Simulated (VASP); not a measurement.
# W (Cmme) in VASP: single point with PBEsol

Aim: the single point of W with PBEsol.

Everything below comes from runs of VASP 6.6.1. Logs are shortened: lines on timing, memory, paths and dates and some standing lists are left out, and cuts for length are marked.

### 1 The cell of the first run

It takes space group Cmme (No. 67, orthorhombic). The conventional cell has a = 3.154 Å, b = 4.461 Å, c = 4.461 Å, α = 90.00°, β = 90.00°, γ = 90.00°. Within 3.5 Å of W (site symmetry mm2) lie 14 W at 2.69 to 3.19 Å.

### 2 Single point, PBEsol (atoms displaced along a vibrational mode)

The input, INCAR:

```
  PREC = Accurate
  ENCUT = 520
  EDIFF = 1E-7
  ISMEAR = 0
  SIGMA = 0.15
  LREAL = False
  LASPH = True
  NELM = 60
  ALGO = Fast
  ISIF = 2
  LWAVE = False
  LCHARG = True
  GGA = PS
  LELF = True
  LVHAR = True
  NBANDS = 21
```

The input, KPOINTS:

```
regular mesh
0
Gamma
  24 24 14
```

The input, POSCAR:

```
W
1.0
   -1.5771801384      1.5771801384      1.5771801384
    1.5771801384     -1.5771801384      1.5771801384
    3.1543602768      3.1543602768      0.0000000000
W
2
Direct
    0.0000000000      0.0000000000      0.0056042012
    0.5000000000      0.5000000000      0.4943957988
```

Potentials or basis: VASP PAW PBE potentials, release 64 (W_sv).

On the command line:

```bash
$ cat potpaw_PBE.64/W_sv/POTCAR > POTCAR
$ mpirun -np 1 vasp_std > vasp.out
```

OUTCAR:

```text
PREC = Accurate
   ENCUT = 520
   EDIFF = 1E-7
   ISMEAR = 0
   LREAL = False
   LASPH = True
   NELM = 60
   ISIF = 2
   GGA = PS

 ion  position               nearest neighbor table
   1  0.000  0.000  0.006-   2 2.69   2 2.69   2 2.77   2 2.77   2 3.12   2 3.12   2 3.19   2 3.19

   2  0.500  0.500  0.494-   1 2.69   1 2.69   1 2.77   1 2.77   1 3.12   1 3.12   1 3.19   1 3.19

  LATTYP: Found a base centered orthorhombic cell.
 ALAT       =     3.1543602768
 B/A-ratio  =     1.4142135624
 C/A-ratio  =     1.4142135624

  Lattice vectors:

 A1 = (  -1.5771801384,   1.5771801384,   1.5771801384)
 A2 = (   1.5771801384,  -1.5771801384,   1.5771801384)
 A3 = (   3.1543602768,   3.1543602768,   0.0000000000)

Analysis of symmetry for initial positions (statically):
=====================================================================
 Subroutine PRICEL returns:
 Original cell was already a primitive cell.

 Routine SETGRP: Setting up the symmetry group for a
 base centered orthorhombic supercell.

 Subroutine GETGRP returns: Found  8 space group operations
 (whereof  4 operations were pure point group operations)
 out of a pool of  8 trial point group operations.

The static configuration has the point symmetry C_2v.
 The point group associated with its full space group is D_2h.

Analysis of symmetry for dynamics (positions and initial velocities):
=====================================================================
 Subroutine PRICEL returns:
 Original cell was already a primitive cell.

 Routine SETGRP: Setting up the symmetry group for a
 base centered orthorhombic supercell.

 Subroutine GETGRP returns: Found  8 space group operations
 (whereof  4 operations were pure point group operations)
 out of a pool of  8 trial point group operations.

The dynamic configuration has the point symmetry C_2v.
 The point group associated with its full space group is D_2h.

 Subroutine INISYM returns: Found  8 space group operations
 (whereof  4 operations are pure point group operations),
 and found     1 'primitive' translations

----------------------------------------------------------------------------------------

                                     Primitive cell

  volume of cell :      31.3858

  direct lattice vectors                    reciprocal lattice vectors
    -1.577180138  1.577180138  1.577180138    -0.158510746  0.158510746  0.317021492
     1.577180138 -1.577180138  1.577180138     0.158510746 -0.158510746  0.317021492
     3.154360277  3.154360277  0.000000000     0.158510746  0.158510746  0.000000000

  length of vectors
     2.731756132  2.731756132  4.460939084     0.388270446  0.388270446  0.224168046

  position of ions in fractional coordinates (direct lattice)
     0.000000000  0.000000000  0.005604201
     0.500000000  0.500000000  0.494395799

  ion indices of the primitive-cell ions
   primitive index   ion index
                 1           1
                 2           2

----------------------------------------------------------------------------------------

 KPOINTS: regular mesh

Automatic generation of k-mesh.
 Grid dimensions read from file:
 generate k-points for:   24   24   14

 Generating k-lattice:

  Cartesian coordinates                     Fractional coordinates (reciprocal lattice)
    -0.006604614  0.006604614  0.013209229     0.041666667  0.000000000  0.000000000
     0.006604614 -0.006604614  0.013209229     0.000000000  0.041666667  0.000000000
     0.011322196  0.011322196  0.000000000     0.000000000  0.000000000  0.071428571

  Length of vectors
     0.016177935  0.016177935  0.016012003

  Shift w.r.t. Gamma in fractional coordinates (k-lattice)
     0.000000000  0.000000000  0.000000000

 Subroutine IBZKPT returns following result:
 ===========================================

 Found   1256 irreducible k-points:

 Following reciprocal coordinates:
            Coordinates               Weight
  0.000000  0.000000  0.000000      1.000000
  0.041667  0.000000  0.000000      4.000000
  0.083333  0.000000  0.000000      4.000000
  0.125000  0.000000  0.000000      4.000000
  0.166667  0.000000  0.000000      4.000000
  0.208333  0.000000  0.000000      4.000000
[... 16 lines left out ...]
  0.416667  0.041667  0.000000      4.000000
  0.458333  0.041667  0.000000      4.000000
 [... further k-points ...]
   k-points           NKPTS =   1256   k-points in BZ     NKDIM =   1256   number of bands    NBANDS=     21
   number of dos      NEDOS =    301   number of ions     NIONS =      2
   total plane-waves  NPLWV =  14400
   dimension x,y,z NGX =    20 NGY =   20 NGZ =   36
   dimension x,y,z NGXF=    40 NGYF=   40 NGZF=   72
   ions per type =               2
   NGX,Y,Z   is equivalent  to a cutoff of  12.17, 12.17, 13.42 a.u.
   NGXF,Y,Z  is equivalent  to a cutoff of  24.34, 24.34, 26.83 a.u.
 SYSTEM =  unknown system
   PREC   = accura    normal or accurate (medium, high low for compatibility)
   ISTART =      0    job   : 0-new  1-cont  2-samecut
   ICHARG =      2    charge: 1-file 2-atom 10-const
   ISPIN  =      1    spin polarized calculation?
   LNONCOLLINEAR =      F non collinear calculations
   LSORBIT =      F    spin-orbit coupling
   LASPH  =      T    aspherical Exc in radial PAW
   ENCUT  =  520.0 eV  38.22 Ry    6.18 a.u.   5.08  5.08  8.29*2*pi/ulx,y,z
   NELM   =     60;   NELMIN=  2; NELMDL= -5     # of ELM steps
   EDIFF  = 0.1E-06   stopping-criterion for ELM
   LREAL  =      F    real-space projection
   EDIFFG = 0.1E-05   stopping-criterion for IOM
   NSW    =      0    number of steps for IOM
   IBRION =     -1    ionic relax: 0-MD 1-quasi-New 2-CG
   NFREE  =      0    steps in history (QN), initial steepest desc. (CG)
   ISIF   =      2    stress and relaxation
   ISYM   =      2    0-nonsym 1-usesym 2-fastsym
   POTIM  = 0.5000    time-step for ionic-motion
   TEBEG  =    0.0;   TEEND  =   0.0 temperature during run
   PSTRESS=    0.0 pullay stress
   NELECT =      28.0000    total number of electrons
   NUPDOWN=      -1.0000    fix difference up-down
   EMIN   =  10.00;   EMAX   =-10.00  energy-range for DOS
   EFERMI =   0.00;   METHOD = LEGACY
   ISMEAR =     0;   SIGMA  =   0.15  broadening in eV -4-tet -1-fermi 0-gaus
   EFERMI_NEDOS =   21; number of points for ismear=-14 and -15
   IALGO  =     68    algorithm
   IMIX   =      4    mixing-type and parameters
     AMIX     =   0.40;   BMIX     =  1.00
     AMIX_MAG =   1.60;   BMIX_MAG =  1.00
  volume/ion in A,a.u.               =      15.69       105.90
  Fermi-wavevector in a.u.,A,eV,Ry     =   1.575976  2.978162 33.792787  2.483700
  Thomas-Fermi vector in A             =   2.676879
   LORBIT       =      0    0 simple, 1 ext, 2 COOP (PROOUT), +10 PAW based schemes
   GGA     = PS    functional components
   LHFCALC =     F    Hartree Fock is set to
   AEXX    =    0.0000 exact exchange contribution
   IVDW    =     0    specifies the selected vdW correction
   LEPSILON=     F    determine dielectric tensor
   LRPA    =     F    only Hartree local field effects (RPA)
 non-spin polarized calculation
 RMM-DIIS sequential band-by-band and
 Gauss-broadening in eV      SIGMA  =   0.15
  energy-cutoff  :      520.00
  volume of cell :       31.39
 maximum number of plane-waves:       862
   NGX = 11   NGY = 11   NGZ = 17

 number of electron      28.0000006 magnetization

 Free energy of the ion-electron system (eV)
  ---------------------------------------------------
  ext. energy  EPLUGINS =         0.00000000
  ---------------------------------------------------
  free energy    TOTEN  =       -27.59503578 eV

  energy without entropy =      -27.58554077  energy(sigma->0) =      -27.59028827

 E-fermi :  11.4531     XC(G=0): -13.8166

 val. band max:       11.4511270671   @ k =  -0.2083   0.1250   0.2857
 cond. band min:      11.4604022533   @ k =  -0.2500   0.2083   0.3571
 fundamental gap:      0.0092751862
 Fermi energy:        11.4531386557

 k-point     1 :       0.0000    0.0000    0.0000
  band No.  band energies     occupation
      1     -62.7124      2.00000
      2     -62.5690      2.00000
      3     -27.5949      2.00000
      4     -26.6932      2.00000
      5     -26.2637      2.00000
      6     -26.2556      2.00000
[... 13 lines left out ...]
     20      17.6905      0.00000
     21      22.9462      0.00000

 k-point     2 :       0.0417    0.0000    0.0000
  band No.  band energies     occupation
      1     -62.7105      2.00000
      2     -62.5684      2.00000
      3     -27.5876      2.00000
      4     -26.6999      2.00000
      5     -26.2736      2.00000
      6     -26.2729      2.00000
[... 13 lines left out ...]
     20      17.7853      0.00000
     21      23.0055      0.00000

 k-point     3 :       0.0833    0.0000    0.0000
  band No.  band energies     occupation
      1     -62.7052      2.00000
      2     -62.5667      2.00000
      3     -27.5662      2.00000
      4     -26.7216      2.00000
      5     -26.3282      2.00000
      6     -26.3001      2.00000
[... 13 lines left out ...]
     20      18.0828      0.00000
     21      22.2422      0.00000

 k-point     4 :       0.1250    0.0000    0.0000
  band No.  band energies     occupation
      1     -62.6967      2.00000
      2     -62.5641      2.00000
      3     -27.5311      2.00000
      4     -26.7615      2.00000
      5     -26.4156      2.00000
      6     -26.3356      2.00000
[... 13 lines left out ...]
     20      18.5926      0.00000
     21      21.8170      0.00000

 k-point     5 :       0.1667    0.0000    0.0000
  band No.  band energies     occupation
      1     -62.6853      2.00000
      2     -62.5609      2.00000
      3     -27.4833      2.00000
      4     -26.8229      2.00000
      5     -26.5284      2.00000
      6     -26.3708      2.00000
[... 13 lines left out ...]
     20      19.2839      0.00000
     21      21.3046      0.00000
[... 382 lines left out ...]
     20      19.3677      0.00000
     21      22.5368      0.00000

 k-point    22 :       0.3750    0.0417    0.0000
  band No.  band energies     occupation
      1     -62.5997      2.00000
      2     -62.5577      2.00000
      3     -27.2724      2.00000
      4     -27.2097      2.00000
      5     -27.0192      2.00000
      6     -26.6340      2.00000
[... 13 lines left out ...]
     20      19.6866      0.00000
     21      21.6148      0.00000

 k-point    23 :       0.4167    0.0417    0.0000
  band No.  band energies     occupation
      1     -62.5852      2.00000
      2     -62.5615      2.00000
      3     -27.3266      2.00000
      4     -27.2848      2.00000
      5     -26.9356      2.00000
      6     -26.7105      2.00000
[... 13 lines left out ...]
     20      20.2976      0.00000
     21      20.7216      0.00000

 k-point    24 :       0.4583    0.0417    0.0000
  band No.  band energies     occupation
      1     -62.5726      2.00000
      2     -62.5676      2.00000
      3     -27.3543      2.00000
      4     -27.3388      2.00000
      5     -26.8461      2.00000
      6     -26.7922      2.00000
[... 13 lines left out ...]
     20      19.5516      0.00000
     21      21.4262      0.00000

 [... further k-points ...]

------------------------ aborting loop because EDIFF is reached ----------------------------------------

  FORCE on cell =-STRESS in cart. coord.  units (eV):
  Direction    XX          YY          ZZ          XY          YZ          ZX
  --------------------------------------------------------------------------------------
  -------------------------------------------------------------------------------------
  Total        0.2123054      0.2123054      0.1646489      0.0531730      0.0000000      0.0000000
  in kB       10.8377175     10.8377175      8.4049575      2.7143651      0.0000000      0.0000000
  external PRESSURE =      10.0267975 kB  Pullay stress =       0.0000000 kB

 VOLUME and BASIS-vectors are now :
 -----------------------------------------------------------------------------
  energy-cutoff  :      520.00
  volume of cell :       31.39
      direct lattice vectors                 reciprocal lattice vectors
    -1.577180138  1.577180138  1.577180138    -0.158510746  0.158510746  0.317021492
     1.577180138 -1.577180138  1.577180138     0.158510746 -0.158510746  0.317021492
     3.154360277  3.154360277  0.000000000     0.158510746  0.158510746  0.000000000

 POSITION                                       TOTAL-FORCE (eV/Angst)
 -----------------------------------------------------------------------------------
      0.01768      0.01768      0.00000        -0.605813     -0.605813      0.000000
      1.55950      1.55950      1.57718         0.605813      0.605813     -0.000000
 -----------------------------------------------------------------------------------
    total drift:                               -0.000000     -0.000000     -0.000000

  FREE ENERGIE OF THE ION-ELECTRON SYSTEM (eV)
  ---------------------------------------------------
  free  energy   TOTEN  =       -27.5950357771 eV

  energy  without entropy=      -27.5855407688  energy(sigma->0) =      -27.59028827
```

Wall time 14 min (1 thread of Oxide Virtual Turin-like, shared host); peak memory 0.65 GiB.

Results:

```yaml
Free_energy: -27.5950 eV
Pressure: 1.0 GPa
Largest_force: 0.857 eV/Å
Band_gap_on_the_k_mesh: zero (bands 14 and 15 overlap by 3.40 eV)
```

Forces in eV/Å, atoms in the order of the input:
```
W   -0.606 -0.606  0.000
W    0.606  0.606  0.000
```

Stress tensor (GPa, compression positive):
```
1.08 0.27 0.00
0.27 1.08 0.00
0.00 0.00 0.84
```

Levels at points of the mesh, in eV from the Fermi level:
| k point | band 12 | band 13 | band 14 | band 15 | band 16 | band 17 |
| --- | --- | --- | --- | --- | --- | --- |
| (0.00, 0.00, 0.00) | -1.30 | -1.29 | -1.28 | 0.72 | 2.13 | 2.22 |
| (0.50, 0.00, 0.00) | -3.32 | -2.26 | -2.26 | 1.80 | 1.80 | 3.10 |
| (0.50, 0.50, 0.00) | -3.66 | 0.70 | 2.14 | 3.11 | 5.21 | 5.21 |
| (0.00, 0.00, 0.50) | -2.49 | -2.19 | -1.63 | 1.23 | 1.53 | 1.68 |
| (0.50, 0.00, 0.50) | -3.66 | 0.70 | 0.70 | 2.13 | 2.13 | 3.12 |
| (0.50, 0.50, 0.50) | -3.63 | -1.00 | -0.46 | -0.02 | 0.21 | 5.62 |

Caveat: the cell differs from its parent crystal (atoms displaced along a vibrational mode); the PAW data sets were made with another functional, which shifts forces and pressure a little; spin-orbit coupling is left out, which moves the levels of the heavy elements.
